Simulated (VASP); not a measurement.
# LiF (P4/mmm) in VASP: settings compared, part 2 of 2

VASP 6.6.1.

### 3 Single point, PBE (biaxial xy strain +5.7%)

Input file INCAR:

```
SYSTEM = LiF
PREC = Accurate
ENCUT = 520
EDIFF = 1E-6
ISMEAR = -1
SIGMA = 0.02
LREAL = .FALSE.
LASPH = .TRUE.
NELM = 60
ALGO = Normal
ISIF = 2
LWAVE = .FALSE.
LCHARG = .TRUE.
GGA = PE
LELF = .TRUE.
LVHAR = .TRUE.
NBANDS = 12
```

Input file KPOINTS:

```
Automatic mesh
0
G
  10 10 10
  0 0 0
```

Input file POSCAR:

```
LiF
1.0
    2.6604400526      0.0000000000      0.0000000000
    0.0000000000      2.6604400526      0.0000000000
    0.0000000000      0.0000000000      2.5162584438
Li F
1 1
Direct
    0.0000000000      0.0000000000      0.0000000000
    0.5000000000      0.5000000000      0.5000000000
```

Potentials or basis: VASP PAW PBE potentials, release 64 (Li_sv, F).

Started as:

```bash
$ cat potpaw_PBE.64/Li_sv/POTCAR potpaw_PBE.64/F/POTCAR > POTCAR
$ mpirun -np 1 vasp_std > vasp.out
```

OUTCAR:

```text
SYSTEM = LiF
   PREC = Accurate
   ENCUT = 520
   EDIFF = 1E-6
   ISMEAR = -1
   LREAL = .FALSE.
   LASPH = .TRUE.
   NELM = 60
   ISIF = 2
   GGA = PE

 ion  position               nearest neighbor table
   1  0.000  0.000  0.000-
   2  0.500  0.500  0.500-

  LATTYP: Found a simple tetragonal cell.
 ALAT       =     2.6604400526
 C/A-ratio  =     0.9458053533

  Lattice vectors:

 A1 = (   2.6604400526,   0.0000000000,   0.0000000000)
 A2 = (   0.0000000000,   2.6604400526,   0.0000000000)
 A3 = (   0.0000000000,   0.0000000000,   2.5162584438)

Analysis of symmetry for initial positions (statically):
=====================================================================
 Subroutine PRICEL returns:
 Original cell was already a primitive cell.

 Routine SETGRP: Setting up the symmetry group for a
 simple tetragonal supercell.

 Subroutine GETGRP returns: Found 16 space group operations
 (whereof 16 operations were pure point group operations)
 out of a pool of 16 trial point group operations.

The static configuration has the point symmetry D_4h.

Analysis of symmetry for dynamics (positions and initial velocities):
=====================================================================
 Subroutine PRICEL returns:
 Original cell was already a primitive cell.

 Routine SETGRP: Setting up the symmetry group for a
 simple tetragonal supercell.

 Subroutine GETGRP returns: Found 16 space group operations
 (whereof 16 operations were pure point group operations)
 out of a pool of 16 trial point group operations.

The dynamic configuration has the point symmetry D_4h.

 Subroutine INISYM returns: Found 16 space group operations
 (whereof 16 operations are pure point group operations),
 and found     1 'primitive' translations

----------------------------------------------------------------------------------------

                                     Primitive cell
[... 114 lines left out ...]
  Thomas-Fermi vector in A             =   2.478074
   LORBIT       =      0    0 simple, 1 ext, 2 COOP (PROOUT), +10 PAW based schemes
   GGA     = PE    functional components
   LHFCALC =     F    Hartree Fock is set to
   AEXX    =    0.0000 exact exchange contribution
   IVDW    =     0    specifies the selected vdW correction
   LEPSILON=     F    determine dielectric tensor
   LRPA    =     F    only Hartree local field effects (RPA)
 non-spin polarized calculation
  energy-cutoff  :      520.00
  volume of cell :       17.81
 maximum number of plane-waves:       496
 NGX is ok and might be reduce to    20
   NGX =  9   NGY =  9   NGZ =  9

 number of electron      10.0000000 magnetization

 number of electron       9.9999984 magnetization

 Free energy of the ion-electron system (eV)
  ---------------------------------------------------
  ext. energy  EPLUGINS =         0.00000000
  ---------------------------------------------------
  free energy    TOTEN  =        -9.00704251 eV

  energy without entropy =       -9.00704251  energy(sigma->0) =       -9.00704251

 E-fermi :   0.5505     XC(G=0):  -9.6461

 val. band max:       -0.0569809057   @ k =   0.5000   0.5000   0.0000
 cond. band min:       6.6924488968   @ k =   0.0000   0.0000   0.0000
 fundamental gap:      6.7494298026
 Fermi energy:         0.5505251572

 k-point     1 :       0.0000    0.0000    0.0000
  band No.  band energies     occupation
      1     -43.2909      2.00000
      2     -20.8688      2.00000
      3      -1.1031      2.00000
      4      -1.1031      2.00000
      5      -0.5406      2.00000
      6       6.6924      0.00000
      7      17.4857      0.00000
      8      18.8848      0.00000
      9      19.3532      0.00000
     10      19.3532      0.00000
     11      20.9254      0.00000
     12      35.4254      0.00000
[... 331 lines left out ...]
 k-point    24 :       0.2000    0.0000    0.1000
  band No.  band energies     occupation
      1     -43.2756      2.00000
      2     -20.7016      2.00000
      3      -2.0971      2.00000
      4      -0.9462      2.00000
      5      -0.8126      2.00000
      6       7.7709      0.00000
      7      14.7434      0.00000
      8      17.8471      0.00000
      9      19.1773      0.00000
     10      22.1953      0.00000
     11      25.1928      0.00000
     12      30.7287      0.00000

 [... further k-points ...]
[... 5 lines left out ...]
  --------------------------------------------------------------------------------------
  -------------------------------------------------------------------------------------
  Total       -0.9467952     -0.9467952      0.6445788      0.0000000     -0.0000000      0.0000000
  in kB      -85.1734845    -85.1734845     57.9861652      0.0000000     -0.0000000      0.0000000
  external PRESSURE =     -37.4536012 kB  Pullay stress =       0.0000000 kB

 VOLUME and BASIS-vectors are now :
 -----------------------------------------------------------------------------
  energy-cutoff  :      520.00
  volume of cell :       17.81
      direct lattice vectors                 reciprocal lattice vectors
     2.660440053  0.000000000  0.000000000     0.375877667  0.000000000  0.000000000
     0.000000000  2.660440053  0.000000000     0.000000000  0.375877667  0.000000000
     0.000000000  0.000000000  2.516258444     0.000000000  0.000000000  0.397415457

 POSITION                                       TOTAL-FORCE (eV/Angst)
 -----------------------------------------------------------------------------------
      0.00000      0.00000      0.00000         0.000000      0.000000      0.000000
      1.33022      1.33022      1.25813         0.000000      0.000000      0.000000
 -----------------------------------------------------------------------------------
    total drift:                                0.000000      0.000000      0.000000

  FREE ENERGIE OF THE ION-ELECTRON SYSTEM (eV)
  ---------------------------------------------------
  free  energy   TOTEN  =        -9.0070425105 eV

  energy  without entropy=       -9.0070425105  energy(sigma->0) =       -9.00704251
```

stdout:

```text
POSCAR found type information on POSCAR LiF
 POSCAR found :  2 types and       2 ions
 scaLAPACK will be used
 LDA part: xc-table for (Slater+PW92), standard interpolation
 POSCAR, INCAR and KPOINTS ok, starting setup
 FFT: planning ... GRIDC
 FFT: planning ... GRID_SOFT
 FFT: planning ... GRID
 WAVECAR not read
 entering main loop
```

It took 18 s on 1 thread of AMD EPYC 7R43 (Zen 3), shared host; peak memory 0.1 GiB.

Results:

- Free energy: -9.0070 eV
- Band gap on the k mesh: 6.75 eV, indirect (least direct gap 7.23 eV)

Levels at points of the mesh, in eV from the valence-band top:
| k point | band 3 | band 4 | band 5 | band 6 | band 7 | band 8 |
| --- | --- | --- | --- | --- | --- | --- |
| (0.00, 0.00, 0.00) | -1.05 | -1.05 | -0.48 | 6.75 | 17.54 | 18.94 |
| (0.50, 0.00, 0.00) | -3.66 | -0.69 | -0.20 | 8.62 | 12.83 | 18.59 |
| (0.50, 0.50, 0.00) | -3.31 | -3.31 | 0.00 | 12.37 | 12.89 | 12.89 |
| (0.00, 0.00, 0.50) | -3.66 | -0.59 | -0.59 | 8.32 | 13.57 | 19.20 |
| (0.50, 0.00, 0.50) | -3.28 | -3.09 | -0.36 | 12.48 | 12.87 | 13.33 |
| (0.50, 0.50, 0.50) | -2.45 | -2.24 | -2.24 | 10.39 | 10.86 | 10.86 |

Caveat: the cell differs from its parent crystal (biaxial xy strain +5.7%); the cutoff is under 1.25 times the usual one of these potentials, so pressure, stress and relaxed cells hold a basis-set (Pulay) error. A k mesh can miss the band edges.

### 4 Single point, r2SCAN (uniaxial x strain -0.9%)

Input file POSCAR:

```
LiF
1.0
    2.4948702470      0.0000000000      0.0000000000
    0.0000000000      2.5162584438      0.0000000000
    0.0000000000      0.0000000000      2.5162584438
Li F
1 1
Direct
    0.0000000000      0.0000000000      0.0000000000
    0.5000000000      0.5000000000      0.5000000000
```

Input file INCAR.step1:

```
PREC = Accurate ; ENCUT = 520
ISMEAR = 0 ; SIGMA = 0.01
LREAL = False ; LASPH = True
NELM = 60 ; NBANDS = 12
GGA = PE ; ALGO = Normal
EDIFF = 1E-4 ; LWAVE = True
LCHARG = False
```

Input file INCAR.step2:

```
PREC = Accurate ; ENCUT = 520
EDIFF = 1E-7 ; ISMEAR = 0
SIGMA = 0.01 ; LREAL = False
LASPH = True ; NELM = 60
ALGO = Normal ; ISIF = 2
LWAVE = False ; LCHARG = True
METAGGA = R2SCAN ; LMIXTAU = True
LELF = True ; LVHAR = True
NBANDS = 12 ; ISTART = 1
```

Input file KPOINTS:

```
regular mesh
0
Gamma
  10 10 10
```

Started as:

```bash
$ cat potpaw_PBE.64/Li_sv/POTCAR potpaw_PBE.64/F/POTCAR > POTCAR
$ cp INCAR.step1 INCAR
$ mpirun -np 1 vasp_std > vasp.out
$ cp INCAR.step2 INCAR
$ mpirun -np 1 vasp_std > vasp.out
```

It took 92 s on 1 thread of AMD EPYC 7R43 (Zen 3), shared host; peak memory 0.1 GiB.

Results (log left out):

- Free energy: -11.2729 eV
- Band gap on the k mesh: 9.16 eV, indirect (least direct gap 9.88 eV)

Levels at points of the mesh, in eV from the valence-band top:
| k point | band 3 | band 4 | band 5 | band 6 | band 7 | band 8 |
| --- | --- | --- | --- | --- | --- | --- |
| (0.00, 0.00, 0.00) | -0.82 | -0.82 | -0.72 | 9.16 | 20.11 | 20.34 |
| (0.50, 0.00, 0.00) | -3.99 | -0.37 | -0.37 | 10.39 | 16.12 | 22.44 |
| (0.00, 0.50, 0.00) | -3.99 | -0.39 | -0.30 | 10.46 | 16.00 | 22.33 |
| (0.50, 0.50, 0.00) | -3.60 | -3.57 | -0.06 | 15.00 | 15.26 | 15.41 |
| (0.00, 0.50, 0.50) | -3.61 | -3.61 | 0.00 | 14.93 | 15.34 | 15.34 |
| (0.50, 0.50, 0.50) | -2.56 | -2.53 | -2.53 | 12.26 | 12.34 | 12.34 |

Caveat: the cell differs from its parent crystal (uniaxial x strain -0.9%); the cutoff is under 1.25 times the usual one of these potentials, so pressure, stress and relaxed cells hold a basis-set (Pulay) error; the PAW data sets were made with another functional, which shifts forces and pressure a little. A k mesh can miss the band edges.

### 5 Single point, r2SCAN (biaxial xy strain +5.7%)

Input file POSCAR:

```
LiF
1.0
    2.6604400526      0.0000000000      0.0000000000
    0.0000000000      2.6604400526      0.0000000000
    0.0000000000      0.0000000000      2.5162584438
Li F
1 1
Direct
    0.0000000000      0.0000000000      0.0000000000
    0.5000000000      0.5000000000      0.5000000000
```

Input file INCAR.step1:

```
SYSTEM = LiF
PREC = Accurate
ENCUT = 520
ISMEAR = 0
SIGMA = 0.01
LREAL = .FALSE.
LASPH = .TRUE.
NELM = 60
NBANDS = 12
GGA = PE
ALGO = Normal
EDIFF = 1E-4
LWAVE = .TRUE.
LCHARG = .FALSE.
```

Input file INCAR.step2:

```
SYSTEM = LiF
PREC = Accurate
ENCUT = 520
EDIFF = 1E-6
ISMEAR = 0
SIGMA = 0.01
LREAL = .FALSE.
LASPH = .TRUE.
NELM = 60
ALGO = Normal
ISIF = 2
LWAVE = .FALSE.
LCHARG = .FALSE.
METAGGA = R2SCAN
LMIXTAU = .TRUE.
NBANDS = 12
ISTART = 1
```

Input file KPOINTS:

```
regular mesh
0
G
  10 10 10
  0 0 0
```

Started as:

```bash
$ cat potpaw_PBE.64/Li_sv/POTCAR potpaw_PBE.64/F/POTCAR > POTCAR
$ cp INCAR.step1 INCAR
$ mpirun -np 1 vasp_std > vasp.out
$ cp INCAR.step2 INCAR
$ mpirun -np 1 vasp_std > vasp.out
```

It took 92 s on 1 thread of AMD EPYC 7R43 (Zen 3), shared host; peak memory 0.1 GiB.

It converged, with:

```yaml
Free_energy: -11.1890 eV
Band_gap_on_the_k_mesh: 7.81 eV, indirect (least direct gap 8.31 eV)
```

Levels at points of the mesh, in eV from the valence-band top:
```
           k point  band 2  band 3  band 4  band 5  band 6  band 7  band 8  band 9
(0.00, 0.00, 0.00)  -21.96   -1.06   -1.06   -0.49    7.81   18.55   19.99   21.09
(0.50, 0.00, 0.00)  -21.61   -3.66   -0.71   -0.21    9.63   14.09   20.12   22.32
(0.50, 0.50, 0.00)  -21.21   -3.33   -3.33    0.00   13.56   14.07   14.07   20.28
(0.00, 0.00, 0.50)  -21.44   -3.66   -0.60   -0.60    9.31   14.86   20.78   20.78
(0.50, 0.00, 0.50)  -21.05   -3.30   -3.11   -0.36   13.64   14.04   14.52   19.34
(0.50, 0.50, 0.50)  -20.72   -2.50   -2.29   -2.29   11.42   11.90   11.90   23.97
```

Caveat: the cell differs from its parent crystal (biaxial xy strain +5.7%); the cutoff is under 1.25 times the usual one of these potentials, so pressure, stress and relaxed cells hold a basis-set (Pulay) error; the PAW data sets were made with another functional, which shifts forces and pressure a little. A k mesh can miss the band edges.

### 6 Summary

```tsv
level	cell	smearing	gap on the mesh (eV)
PBE	a = 2.495, b = 2.516, c = 2.516 Å, 2 atoms	fermi-dirac 0.02 eV	7.98
PBE	a = 2.660, b = 2.660, c = 2.516 Å, 2 atoms	fermi-dirac 0.02 eV	6.75
r2SCAN	a = 2.495, b = 2.516, c = 2.516 Å, 2 atoms	gaussian 0.01 eV	9.16
r2SCAN	a = 2.660, b = 2.660, c = 2.516 Å, 2 atoms	gaussian 0.01 eV	7.81
```

Alike in all rows: task single point; potentials or basis VASP PAW PBE potentials, release 64 (Li_sv, F); no spin polarisation; k mesh 10 × 10 × 10; cutoff (eV) 520.

Caveats: the cutoff is under 1.25 times the usual one of these potentials, so pressure, stress and relaxed cells hold a basis-set (Pulay) error; the PAW data sets were made with another functional, which shifts forces and pressure a little (some runs).

Absolute energies hang on the potentials; compare differences alone.
